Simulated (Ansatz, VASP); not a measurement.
# Si16B: VASP beside Ansatz

```
Si B
1.0
     0.00000    5.43000    5.43000
     5.43000    0.00000    5.43000
     5.43000    5.43000    0.00000
Si B
16 1
Direct
  0.99840 0.99870 0.99908
  0.11762 0.12461 0.12476
  0.00048 0.00753 0.50034
  0.12650 0.12677 0.62594
  0.00045 0.50016 0.00765
  0.12646 0.62556 0.12710
  0.99964 0.49897 0.49925
  0.12407 0.62371 0.62384
  0.50143 0.00111 0.00131
  0.62617 0.12556 0.12583
  0.49964 0.99873 0.49800
  0.62501 0.12473 0.61751
  0.49960 0.49770 0.99906
  0.62502 0.61733 0.12489
  0.50781 0.50010 0.50024
  0.62754 0.62559 0.62593
  0.81327 0.31204 0.31238
```

Alike in both runs: functional LDA; k mesh 2 × 2 × 2; occupations gaussian, width 0.02 eV; collinear spin.

Ansatz relaxed the structure, and its values are those at the end. VASP's run is a single point on that final structure, the one shown.

|  | VASP | Ansatz |
| --- | --- | --- |
| version | VASP 6.6.1 | Ansatz 0.2.0 |
| potentials or method | VASP PAW LDA potentials, release 64 (Si, B), cutoff 520 eV | scalar-relativistic, plane waves, PAW |
| valence electrons in the cell | 67 | 67 |

Ansatz gave:

| Item | Value |
| --- | --- |
| rms of the force components (eV/Å) | 0.004 |
| net moment per atom (μB) | 0.04 |
| size of the moment on the site where the two differ most (μB) | 0.09 |

Problem. What did VASP give for the same quantities?

Solution. rms of the force components (eV/Å): 0.004; net moment per atom (μB): 0.04; size of the moment on the site where the two differ most (μB): 0.08.

Ansatz warns that its potentials were made for another functional, while VASP's fit it. LDA's correlation is that of Perdew and Zunger in VASP and of Perdew and Wang (1992) in Ansatz. Site moments also hang on the region over which each program counts them.

The k mesh is coarse, so the values compare programs but aren't converged.
